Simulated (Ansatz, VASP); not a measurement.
Tl2S3: VASP beside Ansatz

File INCAR:

```
PREC = Accurate ; ENCUT = 520
EDIFF = 1E-6 ; ISMEAR = 0
SIGMA = 0.01 ; LREAL = False
LASPH = True ; NELM = 60
ALGO = Normal ; ISIF = 2
LWAVE = False ; LCHARG = True
GGA = PE ; LELF = True
LVHAR = True ; NBANDS = 30
```

KPOINTS

```
Automatic mesh
0
Gamma
  1 1 1
```

POSCAR

```
Tl2S3
1.0
    9.1600000000      0.0000000000      0.0000000000
    0.0000000000     11.9300000000      0.0000000000
    0.0000000000      0.0000000000     16.4800000000
Tl S
2 3
Direct
    0.5006550200      0.4909371300      0.6156438100
    0.5006550200      0.4909371300      0.3840576500
    0.4912663800      0.6226789600      0.4998507300
    0.5087598300      0.3772003400      0.7266432000
    0.5087598300      0.3772003400      0.2730582500
```

Input for Ansatz:

```yaml
crystal:
  lattice:
    - [9.16, 0.0, 0.0]
    - [0.0, 11.93, 0.0]
    - [0.0, 0.0, 16.48]
  atoms:
    - { symbol: Tl, position: [0.50065502, 0.49093713, 0.61564381] }
    - { symbol: Tl, position: [0.50065502, 0.49093713, 0.38405765] }
    - { symbol: S, position: [0.49126638, 0.62267896, 0.49985073] }
    - { symbol: S, position: [0.50875983, 0.37720034, 0.7266432] }
    - { symbol: S, position: [0.50875983, 0.37720034, 0.27305825] }
basis:
  ecutwfc: 420
  ecutrho_ratio: 4
kpoints:
  mp_grid: { grid: [1, 1, 1] }
hamiltonian:
  xc: pbe
scf:
  occupations: { method: gaussian, width: 0.01 }
output:
  forces: true
  eigenvalues: true
  populations: true
```

Alike in both runs: task single point; functional PBE; k mesh 1 × 1 × 1; occupations gaussian, width 0.01 eV; no spin polarisation.

|  | VASP | Ansatz |
| --- | --- | --- |
| version | VASP 6.6.1 | Ansatz 0.2.0 |
| potentials or method | VASP PAW PBE potentials, release 64 (Tl_d, S), cutoff 520 eV | scalar-relativistic, plane waves, PAW |
| valence electrons in the cell | 44 | 44 |

```tsv
	VASP	Ansatz	Ansatz less VASP
gap on the k mesh at the Fermi level (eV)	1.76	1.74	-0.020
rms of the force components (eV/Å)	0.266	0.237	-0.0285
```

Atom by atom the forces differ by 0.035 eV/Å (rms over components).

Spin-orbit coupling is off throughout.
